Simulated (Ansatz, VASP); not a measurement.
**One calculation of Ti, two programs**

```
Ti
1.0
     4.28953    0.00000    0.00000
    -2.14476    3.71484    0.00000
     0.00000    0.00000    2.72882
Ti
3
Cartesian
  0.0000 0.0000 0.0000
  0.0000 2.4766 1.3644
  2.1448 1.2383 1.3644
```

Change from the starting cell: strain -0.050 along x and y, -0.025 along z, atoms carried along.

Alike in both runs: task single point; functional PBEsol; k mesh 12 × 12 × 18; occupations gaussian, width 0.15 eV; no spin polarisation.

|  | VASP | Ansatz |
| --- | --- | --- |
| version | VASP 6.6.1 | Ansatz 0.2.0 |
| potentials or method | VASP PAW PBE potentials, release 64 (Ti_sv), cutoff 520 eV | scalar-relativistic, plane waves, PAW |
| valence electrons in the cell | 36 | 36 |

```tsv
	VASP	Ansatz	Ansatz less VASP
gap on the k mesh at the Fermi level (eV)	none	none	-
pressure (GPa)	17.9	19.0	+1.07
traceless stress, the component that is largest in VASP (GPa)	-3.10	-3.08	+0.013
```

VASP's potentials were made for PBE, not for PBEsol. A gap of «none» marks a metal or a gap that the smearing closes. The functional is the same, so the differences come from potentials, cutoffs and numerics.
